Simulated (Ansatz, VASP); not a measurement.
Ca8CO: VASP beside Ansatz

```xyz
10
Lattice="7.8132 0.0000 0.0000 0.0000 7.8132 0.0000 0.0000 0.0000 20.6094" Properties=species:S:1:pos:R:3 pbc="T T T"
Ca    1.9533    1.9533    4.0000
Ca    1.9533    5.8599    4.0000
Ca    5.8599    1.9533    4.0000
Ca    5.8599    5.8599    4.0000
Ca    0.0000    0.0000    6.6094
Ca    0.0000    3.9066    6.6094
Ca    3.9066    0.0000    6.6094
Ca    3.9066    3.9066    6.6094
C     0.4333    5.8599    7.4094
O     3.4733    5.8599    7.4094
```

Alike in both runs: task single point; functional PBE; k mesh 4 × 4 × 1; occupations gaussian, width 0.1 eV; no spin polarisation.

|  | VASP | Ansatz |
| --- | --- | --- |
| version | VASP 6.6.1 | Ansatz 0.2.0 |
| potentials or method | VASP PAW PBE potentials, release 64 (Ca_sv, C, O), cutoff 520 eV | scalar-relativistic, plane waves, PAW |
| valence electrons in the cell | 90 | 90 |

```csv
,VASP,Ansatz,Ansatz less VASP
gap on the k mesh at the Fermi level (eV),none,none,-
rms of the force components (eV/Å),0.600,0.612,+0.0120
```

Atom by atom the forces differ by 0.024 eV/Å (rms over components). A gap of «none» marks a metal or a gap that the smearing closes.
